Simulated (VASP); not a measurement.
# AlCo3 (Pm-3m) in VASP: further runs

AlCo3 is run at these levels: PBEsol; tasks: single point.

Program: VASP 6.6.1. These are calculated values, not measurements. Logs are shortened: lines on timing, memory, paths and dates and some standing lists are left out, and cuts for length are marked.

## (1) The cell of the first run

The structure is cubic, space group Pm-3m (No. 221). Conventional cell: a = 3.575 Å, b = 3.575 Å, c = 3.575 Å, α = 90.00°, β = 90.00°, γ = 90.00°. Within 3.3 Å of Al (site symmetry m-3m) lie 12 Co at 2.53 Å. Co (site symmetry 4/mmm) has 4 Al at 2.53 Å and 8 Co at 2.53 Å within 3.3 Å.

## (2) Single point, PBEsol, collinear spin, ferromagnetic start

INCAR

```
SYSTEM = AlCo3
PREC = Accurate
ENCUT = 520
EDIFF = 1E-6
ISMEAR = 0
SIGMA = 0.3
LREAL = .FALSE.
LASPH = .TRUE.
NELM = 150
ALGO = Fast
ISIF = 2
LWAVE = .FALSE.
LCHARG = .FALSE.
ISPIN = 2
MAGMOM = 0 1.48 1.48 1.48
LORBIT = 11
LMAXMIX = 4
GGA = PS
NBANDS = 27
```

KPOINTS

```
Automatic mesh
0
G
  12 12 12
  0 0 0
```

POSCAR

```
AlCo3
1.0
    3.5749480000      0.0000000000      0.0000000000
    0.0000000000      3.5749480000      0.0000000000
    0.0000000000      0.0000000000      3.5749480000
Al Co
1 3
Direct
    0.0000000000      0.0000000000      0.0000000000
    0.5000000000      0.5000000000      0.0000000000
    0.5000000000      0.0000000000      0.5000000000
    0.0000000000      0.5000000000      0.5000000000
```

Potentials or basis: VASP PAW PBE potentials, release 64 (Al, Co).

Started as:

```
cat potpaw_PBE.64/Al/POTCAR potpaw_PBE.64/Co/POTCAR > POTCAR
mpirun -np 1 vasp_std > vasp.out
```

OUTCAR:

```text
SYSTEM = AlCo3
   PREC = Accurate
   ENCUT = 520
   EDIFF = 1E-6
   ISMEAR = 0
   LREAL = .FALSE.
   LASPH = .TRUE.
   NELM = 150
   ISIF = 2
   ISPIN = 2
   LORBIT = 11
   GGA = PS

 ion  position               nearest neighbor table
   1  0.000  0.000  0.000-   2 2.53   3 2.53   4 2.53   3 2.53   4 2.53   2 2.53   4 2.53   4 2.53
                             2 2.53   3 2.53   3 2.53   2 2.53
   2  0.500  0.500  0.000-   1 2.53   3 2.53   4 2.53   3 2.53   4 2.53   1 2.53   3 2.53   3 2.53
                             1 2.53   4 2.53   4 2.53   1 2.53
   3  0.500  0.000  0.500-   1 2.53   2 2.53   4 2.53   1 2.53   2 2.53   2 2.53   4 2.53   2 2.53
                             1 2.53   4 2.53   1 2.53   4 2.53
   4  0.000  0.500  0.500-   1 2.53   2 2.53   3 2.53   1 2.53   2 2.53   1 2.53   3 2.53   1 2.53
                             2 2.53   3 2.53   2 2.53   3 2.53

  LATTYP: Found a simple cubic cell.
 ALAT       =     3.5749480000

  Lattice vectors:

 A1 = (   3.5749480000,   0.0000000000,   0.0000000000)
 A2 = (   0.0000000000,   3.5749480000,   0.0000000000)
 A3 = (   0.0000000000,   0.0000000000,   3.5749480000)

Analysis of symmetry for initial positions (statically):
=====================================================================
 Subroutine PRICEL returns:
 Original cell was already a primitive cell.

 Routine SETGRP: Setting up the symmetry group for a
 simple cubic supercell.

 Subroutine GETGRP returns: Found 48 space group operations
 (whereof 48 operations were pure point group operations)
 out of a pool of 48 trial point group operations.

The static configuration has the point symmetry O_h .

Analysis of symmetry for dynamics (positions and initial velocities):
=====================================================================
 Subroutine PRICEL returns:
 Original cell was already a primitive cell.

 Routine SETGRP: Setting up the symmetry group for a
 simple cubic supercell.

 Subroutine GETGRP returns: Found 48 space group operations
 (whereof 48 operations were pure point group operations)
 out of a pool of 48 trial point group operations.

The dynamic configuration has the point symmetry O_h .

Analysis of structural, dynamic, and magnetic symmetry:
=====================================================================
 Subroutine PRICEL returns:
 Original cell was already a primitive cell.

 Routine SETGRP: Setting up the symmetry group for a
 simple cubic supercell.

 Subroutine GETGRP returns: Found 48 space group operations
 (whereof 48 operations were pure point group operations)
 out of a pool of 48 trial point group operations.

The overall configuration has the point symmetry O_h .

 Subroutine INISYM returns: Found 48 space group operations
[... 133 lines left out ...]
 RMM-DIIS sequential band-by-band and
 Gauss-broadening in eV      SIGMA  =   0.30
  energy-cutoff  :      520.00
  volume of cell :       45.69
 maximum number of plane-waves:      1253
 NGX is ok and might be reduce to    28
   NGX = 13   NGY = 13   NGZ = 13

 number of electron      30.0000034 magnetization       3.7590626

 Free energy of the ion-electron system (eV)
  ---------------------------------------------------
  ext. energy  EPLUGINS =         0.00000000
  ---------------------------------------------------
  free energy    TOTEN  =       -28.12183179 eV

  energy without entropy =      -27.84250621  energy(sigma->0) =      -27.98216900

 E-fermi :   9.9094     XC(G=0): -12.8633

 val. band max:        9.9090701405   @ k =   0.5000   0.0000   0.0000
 cond. band min:       9.9111407449   @ k =   0.4167   0.2500   0.0000
 fundamental gap:      0.0020706044
 Fermi energy:         9.9093822468

 spin component 1

 k-point     1 :       0.0000    0.0000    0.0000
  band No.  band energies     occupation
      1      -0.0623      1.00000
      2       4.9392      1.00000
      3       5.8813      1.00000
      4       5.8813      1.00000
      5       6.2231      1.00000
      6       6.2231      1.00000
[... 709 lines left out ...]
     26      22.8043      0.00000
     27      23.1567      0.00000

 [... further k-points ...]

 spin component 2

 k-point     1 :       0.0000    0.0000    0.0000
  band No.  band energies     occupation
      1      -0.0229      1.00000
      2       5.8774      1.00000
      3       6.7258      1.00000
      4       6.7258      1.00000
      5       7.2126      1.00000
      6       7.2126      1.00000
[... 709 lines left out ...]
     26      23.1833      0.00000
     27      23.2206      0.00000

 [... further k-points ...]

------------------------ aborting loop because EDIFF is reached ----------------------------------------

  FORCE on cell =-STRESS in cart. coord.  units (eV):
  Direction    XX          YY          ZZ          XY          YZ          ZX
  --------------------------------------------------------------------------------------
  -------------------------------------------------------------------------------------
  Total       -2.1159008     -2.1159008     -2.1159008      0.0000000     -0.0000000     -0.0000000
  in kB      -74.1987694    -74.1987694    -74.1987694      0.0000000     -0.0000000     -0.0000000
  external PRESSURE =     -74.1987694 kB  Pullay stress =       0.0000000 kB

 VOLUME and BASIS-vectors are now :
 -----------------------------------------------------------------------------
  energy-cutoff  :      520.00
  volume of cell :       45.69
      direct lattice vectors                 reciprocal lattice vectors
     3.574948000  0.000000000  0.000000000     0.279724348  0.000000000  0.000000000
     0.000000000  3.574948000  0.000000000     0.000000000  0.279724348  0.000000000
     0.000000000  0.000000000  3.574948000     0.000000000  0.000000000  0.279724348

 POSITION                                       TOTAL-FORCE (eV/Angst)
 -----------------------------------------------------------------------------------
      0.00000      0.00000      0.00000         0.000000      0.000000      0.000000
      1.78747      1.78747      0.00000         0.000000      0.000000      0.000000
      1.78747      0.00000      1.78747         0.000000      0.000000      0.000000
      0.00000      1.78747      1.78747         0.000000      0.000000      0.000000
 -----------------------------------------------------------------------------------
    total drift:                                0.000000      0.000000      0.000000

  FREE ENERGIE OF THE ION-ELECTRON SYSTEM (eV)
  ---------------------------------------------------
  free  energy   TOTEN  =       -28.1218317922 eV

  energy  without entropy=      -27.8425062089  energy(sigma->0) =      -27.98216900

 total charge

# of ion       s       p       d       tot
------------------------------------------
    1        0.408   0.413   0.000   0.821
    2        0.472   0.511   7.314   8.297
    3        0.472   0.511   7.314   8.297
    4        0.472   0.511   7.314   8.297
--------------------------------------------------
tot          1.824   1.945  21.943  25.712

 magnetization (x)

# of ion       s       p       d       tot
------------------------------------------
    1       -0.002  -0.036   0.000  -0.039
    2       -0.002  -0.004   1.293   1.286
    3       -0.002  -0.004   1.293   1.286
    4       -0.002  -0.004   1.293   1.286
--------------------------------------------------
tot         -0.009  -0.049   3.879   3.821
```

Wall time 3 min (1 thread of Intel Xeon 6975P-C, shared host); peak memory 0.27 GiB.

Results:

```
Free energy                                           : -28.1218 eV
Pressure                                              : -7.4 GPa
Net moment                                            : 3.76 μB per cell
Site moments                                          : Al -0.04; Co +1.29 μB
Valence electrons inside the program's atomic spheres : Al 0.82; Co 8.30
```

Caveat: the PAW data sets were made with another functional, which shifts forces and pressure a little.

[end of part 1 of 3]
